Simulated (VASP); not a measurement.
Set up this calculation in VASP 6.6.1, as the native input.

```yaml
Task: single point
Functional: PBEsol
Potentials_or_basis: VASP PAW PBE potentials, release 64 (Zn, Se)
Cutoff: 520 eV
k_mesh: 6 × 6 × 6
Occupations: gaussian, width 0.02 eV
Spin: no spin polarisation
Dipole_correction: no
Further_INCAR_settings: ALGO = Normal; EDIFF = 1e-07; NBANDS = 60
```

The structure of ZnSe2 lies in POSCAR:

```
ZnSe2
1.0
    6.4263952110      0.0000000000      0.0000000000
    0.0000000000      6.4263952110      0.0000000000
    0.0000000000      0.0000000000      6.0426268557
Zn Se
4 8
Direct
    0.5000000000      0.5000000000      0.0000000000
    0.5000000000      0.0000000000      0.5000000000
    0.0000000000      0.5000000000      0.5000000000
    0.0000000000      0.0000000000      0.0000000000
    0.1086950025      0.8921409109      0.3889174890
    0.8913049975      0.3921409109      0.1110825110
    0.3913049975      0.1078590891      0.8889174890
    0.6086950025      0.6078590891      0.6110825110
    0.8913049975      0.1078590891      0.6110825110
    0.1086950025      0.6078590891      0.8889174890
    0.6086950025      0.8921409109      0.1110825110
    0.3913049975      0.3921409109      0.3889174890
```

This cell differs from its parent crystal: biaxial strain in the a-b plane: +3.0 %, then relaxed in part.

These files were run (other wordings do the same):

INCAR

```
SYSTEM = ZnSe2
PREC = Accurate ; ENCUT = 520
EDIFF = 1E-7 ; ISMEAR = 0
SIGMA = 0.02 ; LREAL = .FALSE.
LASPH = .TRUE. ; NELM = 80
ALGO = Normal ; ISIF = 2
LWAVE = .FALSE. ; LCHARG = .FALSE.
GGA = PS ; NBANDS = 60
```

KPOINTS

```
regular mesh
0
G
  6 6 6
  0 0 0
```

Potentials or basis: VASP PAW PBE potentials, release 64 (Zn, Se).

Launch:

```console
$ cat potpaw_PBE.64/Zn/POTCAR potpaw_PBE.64/Se/POTCAR > POTCAR
$ mpirun -np 1 vasp_std > vasp.out
```

Results of the run:

```yaml
Pressure: -1.1 GPa
Largest_force: 0.027 eV/Å
Band_gap_on_the_k_mesh: 0.68 eV (least direct gap 0.92 eV)
```

Caveat: the cell differs from its parent crystal (biaxial strain in the a-b plane: +3.0 %, then relaxed in part); the PAW data sets were made with another functional, which shifts forces and pressure a little.

Wall time 26 min on 1 thread of Oxide Virtual Turin-like Processor, on a shared host, peak memory 0.75 GiB.
